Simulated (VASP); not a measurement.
# CaPtCl6 (Fm-3m) in VASP: single point with PBE

Aim: the single point of CaPtCl6 with PBE.

All numbers are computed with VASP 6.6.1; they aren't measurements. Logs are shortened: lines on timing, memory, paths and dates and some standing lists are left out, and cuts for length are marked.

## (1) The cell of the first run

It takes space group Fm-3m (No. 225, cubic). Conventional cell: a = 10.710 Å, b = 10.710 Å, c = 10.710 Å, α = 90.00°, β = 90.00°, γ = 90.00°. Within 3.5 Å of Ca (site symmetry m-3m) lie 6 Cl at 2.68 Å. Within 3.5 Å of Pt (site symmetry m-3m) lie 6 Cl at 2.68 Å. Cl (site symmetry 4mm) has 1 Ca at 2.68 Å and 1 Pt at 2.68 Å within 3.5 Å.

## (2) Single point, PBE, collinear spin

Contents of INCAR:

```
ALGO = Normal
EDIFF = 1E-6
ENCUT = 500
GGA = PE
GGA_COMPAT = F
ISIF = 2
ISMEAR = 0
ISPIN = 2
LASPH = T
LCHARG = T
LELF = T
LMAXMIX = 4
LORBIT = 11
LREAL = F
LVHAR = T
LWAVE = F
MAGMOM = 0 1 0 0 0 0 0 0
NBANDS = 45
NELM = 200
PREC = Accurate
SIGMA = 0.1
```

Contents of KPOINTS:

```
k-points
0
Gamma
  4 4 4
```

Contents of POSCAR:

```
CaPtCl6
1.0
    0.0000000000      5.3550000000      5.3550000000
    5.3550000000      0.0000000000      5.3550000000
    5.3550000000      5.3550000000      0.0000000000
Ca Pt Cl
1 1 6
Direct
    0.5000000000      0.5000000000      0.5000000000
    0.0000000000      0.0000000000      0.0000000000
    0.7500000000      0.2500000000      0.2500000000
    0.2500000000      0.7500000000      0.7500000000
    0.2500000000      0.7500000000      0.2500000000
    0.7500000000      0.2500000000      0.7500000000
    0.2500000000      0.2500000000      0.7500000000
    0.7500000000      0.7500000000      0.2500000000
```

Potentials or basis: VASP PAW PBE potentials, release 64 (Ca_sv, Pt, Cl).

Run with:

```sh
$ cat potpaw_PBE.64/Ca_sv/POTCAR potpaw_PBE.64/Pt/POTCAR potpaw_PBE.64/Cl/POTCAR > POTCAR
$ mpirun -np 1 vasp_std > vasp.out
```

OUTCAR:

```text
EDIFF = 1E-6
   ENCUT = 500
   GGA = PE
   ISIF = 2
   ISMEAR = 0
   ISPIN = 2
   LASPH = T
   LORBIT = 11
   LREAL = F
   NELM = 200
   PREC = Accurate

 ion  position               nearest neighbor table
   1  0.500  0.500  0.500-   3 2.68   4 2.68   5 2.68   6 2.68   7 2.68   8 2.68
   2  0.000  0.000  0.000-   3 2.68   4 2.68   5 2.68   6 2.68   7 2.68   8 2.68
   3  0.750  0.250  0.250-   1 2.68   2 2.68
   4  0.250  0.750  0.750-   1 2.68   2 2.68
   5  0.250  0.750  0.250-   1 2.68   2 2.68
   6  0.750  0.250  0.750-   1 2.68   2 2.68
   7  0.250  0.250  0.750-   1 2.68   2 2.68
   8  0.750  0.750  0.250-   1 2.68   2 2.68

  LATTYP: Found a face centered cubic cell.
 ALAT       =    10.7100000000

  Lattice vectors:

 A1 = (   0.0000000000,   5.3550000000,   5.3550000000)
 A2 = (   5.3550000000,   0.0000000000,   5.3550000000)
 A3 = (   5.3550000000,   5.3550000000,   0.0000000000)

Analysis of symmetry for initial positions (statically):
=====================================================================
 Subroutine PRICEL returns:
 Original cell was already a primitive cell.

 Routine SETGRP: Setting up the symmetry group for a
 face centered cubic supercell.

 Subroutine GETGRP returns: Found 48 space group operations
 (whereof 48 operations were pure point group operations)
 out of a pool of 48 trial point group operations.

The static configuration has the point symmetry O_h .

Analysis of symmetry for dynamics (positions and initial velocities):
=====================================================================
 Subroutine PRICEL returns:
 Original cell was already a primitive cell.

 Routine SETGRP: Setting up the symmetry group for a
 face centered cubic supercell.

 Subroutine GETGRP returns: Found 48 space group operations
 (whereof 48 operations were pure point group operations)
 out of a pool of 48 trial point group operations.

The dynamic configuration has the point symmetry O_h .

Analysis of structural, dynamic, and magnetic symmetry:
=====================================================================
 Subroutine PRICEL returns:
 Original cell was already a primitive cell.

 Routine SETGRP: Setting up the symmetry group for a
 face centered cubic supercell.

 Subroutine GETGRP returns: Found 48 space group operations
 (whereof 48 operations were pure point group operations)
 out of a pool of 48 trial point group operations.
[... 139 lines left out ...]
  ---------------------------------------------------
  ext. energy  EPLUGINS =         0.00000000
  ---------------------------------------------------
  free energy    TOTEN  =       -24.30080536 eV

  energy without entropy =      -24.28021991  energy(sigma->0) =      -24.29051264

 E-fermi :  -2.4804     XC(G=0):  -6.6618

 val. band max:       -2.5266440736   @ k =   0.5000   0.5000   0.0000
 cond. band min:      -2.4250404412   @ k =  -0.2500   0.5000   0.2500
 fundamental gap:      0.1016036324
 Fermi energy:        -2.4803905809

 spin component 1

 k-point     1 :       0.0000    0.0000    0.0000
  band No.  band energies     occupation
      1     -41.6281      1.00000
      2     -22.6858      1.00000
      3     -22.6858      1.00000
      4     -22.6858      1.00000
      5     -15.8218      1.00000
      6     -15.4375      1.00000
[... 357 lines left out ...]
     42       5.8706      0.00000
     43       6.4966      0.00000
 Fermi energy:        -2.4803905809

 spin component 2

 k-point     1 :       0.0000    0.0000    0.0000
  band No.  band energies     occupation
      1     -41.6281      1.00000
      2     -22.6858      1.00000
      3     -22.6858      1.00000
      4     -22.6858      1.00000
      5     -15.8218      1.00000
      6     -15.4375      1.00000
[... 357 lines left out ...]
     42       5.8706      0.00000
     43       6.4966      0.00000
 [bands above 43 left out]

------------------------ aborting loop because EDIFF is reached ----------------------------------------

  FORCE on cell =-STRESS in cart. coord.  units (eV):
  Direction    XX          YY          ZZ          XY          YZ          ZX
  --------------------------------------------------------------------------------------
  -------------------------------------------------------------------------------------
  Total       -8.9924019     -8.9924019     -8.9924019      0.0000000     -0.0000000      0.0000000
  in kB      -46.9113433    -46.9113433    -46.9113433      0.0000000     -0.0000000      0.0000000
  external PRESSURE =     -46.9113433 kB  Pullay stress =       0.0000000 kB

 VOLUME and BASIS-vectors are now :
 -----------------------------------------------------------------------------
  energy-cutoff  :      500.00
  volume of cell :      307.12
      direct lattice vectors                 reciprocal lattice vectors
     0.000000000  5.355000000  5.355000000    -0.093370682  0.093370682  0.093370682
     5.355000000  0.000000000  5.355000000     0.093370682 -0.093370682  0.093370682
     5.355000000  5.355000000  0.000000000     0.093370682  0.093370682 -0.093370682

 POSITION                                       TOTAL-FORCE (eV/Angst)
 -----------------------------------------------------------------------------------
      5.35500      5.35500      5.35500         0.000000     -0.000000     -0.000000
      0.00000      0.00000      0.00000         0.000000      0.000000     -0.000000
      2.67750      5.35500      5.35500        -2.078939      0.000000      0.000000
      8.03250      5.35500      5.35500         2.078939      0.000000      0.000000
      5.35500      2.67750      5.35500         0.000000     -2.078939      0.000000
      5.35500      8.03250      5.35500         0.000000      2.078939      0.000000
      5.35500      5.35500      2.67750         0.000000      0.000000     -2.078939
      5.35500      5.35500      8.03250         0.000000      0.000000      2.078939
 -----------------------------------------------------------------------------------
    total drift:                               -0.000000     -0.000000     -0.000000

  FREE ENERGIE OF THE ION-ELECTRON SYSTEM (eV)
  ---------------------------------------------------
  free  energy   TOTEN  =       -24.3008053620 eV

  energy  without entropy=      -24.2802199149  energy(sigma->0) =      -24.29051264

 total charge

# of ion       s       p       d       tot
------------------------------------------
    1        2.023   5.849   0.228   8.101
    2        0.418   0.284   7.697   8.399
    3        1.600   3.445   0.000   5.044
    4        1.600   3.445   0.000   5.044
    5        1.600   3.445   0.000   5.044
    6        1.600   3.445   0.000   5.044
    7        1.600   3.445   0.000   5.044
    8        1.600   3.445   0.000   5.044
--------------------------------------------------
tot         12.038  26.802   7.925  46.765

 magnetization (x)

# of ion       s       p       d       tot
------------------------------------------
    1       -0.000  -0.000   0.000   0.000
    2       -0.000  -0.000  -0.000  -0.000
    3       -0.000   0.000   0.000   0.000
    4       -0.000   0.000   0.000   0.000
    5       -0.000   0.000   0.000   0.000
    6       -0.000   0.000   0.000   0.000
    7       -0.000   0.000   0.000   0.000
    8       -0.000   0.000   0.000   0.000
--------------------------------------------------
tot         -0.000   0.000  -0.000  -0.000
```

stdout:

```text
POSCAR found type information on POSCAR CaPtCl
 POSCAR found :  3 types and       8 ions
 scaLAPACK will be used
 LDA part: xc-table for (Slater+PW92), standard interpolation
 POSCAR, INCAR and KPOINTS ok, starting setup
 FFT: planning ... GRIDC
 FFT: planning ... GRID_SOFT
 FFT: planning ... GRID
 WAVECAR not read
 entering main loop
```

Wall time 11 min (1 thread of Intel Xeon 8259CL, shared host); peak memory 0.65 GiB.

Results:

- Free energy: -24.3008 eV
- Pressure: -4.7 GPa
- Band gap on the k mesh: 0.02 eV
- Net moment: 0.00 μB per cell
- Valence electrons inside the program's atomic spheres: Ca 8.10; Pt 8.40; Cl 5.04

Caveat: the cell stands under tension; the smearing spreads over this small gap; spin-orbit coupling is left out, which moves the levels of the heavy elements. A k mesh can miss the band edges.

The gap in the log of VASP goes by the Fermi energy; the results here count the filled bands.